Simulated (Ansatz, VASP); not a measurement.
## Two plane-wave programs on La4ZrO

INCAR

```
PREC = Accurate ; ENCUT = 520
EDIFF = 1E-7 ; ISMEAR = 0
SIGMA = 0.1 ; LREAL = False
LASPH = True ; NELM = 150
ALGO = Normal ; ISIF = 2
LWAVE = False ; LCHARG = False
ISPIN = 2 ; MAGMOM = 0 0 0 0 1 0
LORBIT = 11 ; LMAXMIX = 6
GGA = PE ; NBANDS = 44
```

Contents of KPOINTS:

```
Automatic mesh
0
Gamma
  4 4 4
```

The input POSCAR:

```
La4ZrO
1.0
   -3.2793383553      3.2793383553      4.8009535686
    3.2793383553     -3.2793383553      4.8009535686
    3.2793383553      3.2793383553     -4.8009535686
La Zr O
4 1 1
Direct
    0.7119122404      0.7119122404      0.0000000000
    0.2880877596      0.2880877596      0.0000000000
    0.7500000000      0.2500000000      0.5000000000
    0.2500000000      0.7500000000      0.5000000000
    0.0000000000      0.0000000000      0.0000000000
    0.5000000000      0.5000000000      0.0000000000
```

Input for Ansatz:

```yaml
crystal:
  lattice:
    - [-3.2793383553, 3.2793383553, 4.8009535686]
    - [3.2793383553, -3.2793383553, 4.8009535686]
    - [3.2793383553, 3.2793383553, -4.8009535686]
  atoms:
    - { symbol: La, position: [0.7119122404, 0.7119122404, 0.0] }
    - { symbol: La, position: [0.2880877596, 0.2880877596, 0.0] }
    - { symbol: La, position: [0.75, 0.25, 0.5] }
    - { symbol: La, position: [0.25, 0.75, 0.5] }
    - { symbol: Zr, position: [0.0, 0.0, 0.0], spin: 1.0 }
    - { symbol: O, position: [0.5, 0.5, 0.0] }
basis:
  ecutwfc: 420
kpoints:
  mp_grid: { grid: [4, 4, 4] }
hamiltonian:
  xc: pbe
scf:
  occupations: { method: gaussian, width: 0.1 }
  lower_state_search: "off"
output:
  forces: true
  stress: true
  eigenvalues: true
  populations: true
magnetization:
  spin_polarized: true
```

Alike in both runs: task single point; functional PBE; k mesh 4 × 4 × 4; occupations gaussian, width 0.1 eV; collinear spin.

|  | VASP | Ansatz |
| --- | --- | --- |
| version | VASP 6.6.1 | Ansatz 0.2.0 |
| potentials or method | VASP PAW PBE potentials, release 64 (La, Zr_sv, O), cutoff 520 eV | scalar-relativistic, plane waves, PAW |
| valence electrons in the cell | 62 | 62 |

Ansatz gave:

- gap on the k mesh at the Fermi level (eV): none
- pressure (GPa): 0.1
- rms of the force components (eV/Å): 0.004
- net moment per atom (μB): 0.00

**Question.** Estimate VASP's values.

**Answer.** gap on the k mesh at the Fermi level (eV): none; pressure (GPa): 0.1; rms of the force components (eV/Å): 0.005; net moment per atom (μB): 0.00.

Atom by atom the forces differ by 0.008 eV/Å (rms over components). A gap of «none» marks a metal or a gap that the smearing closes. Ansatz's warnings: seeded moment not kept.

Neither program's run includes spin-orbit coupling.
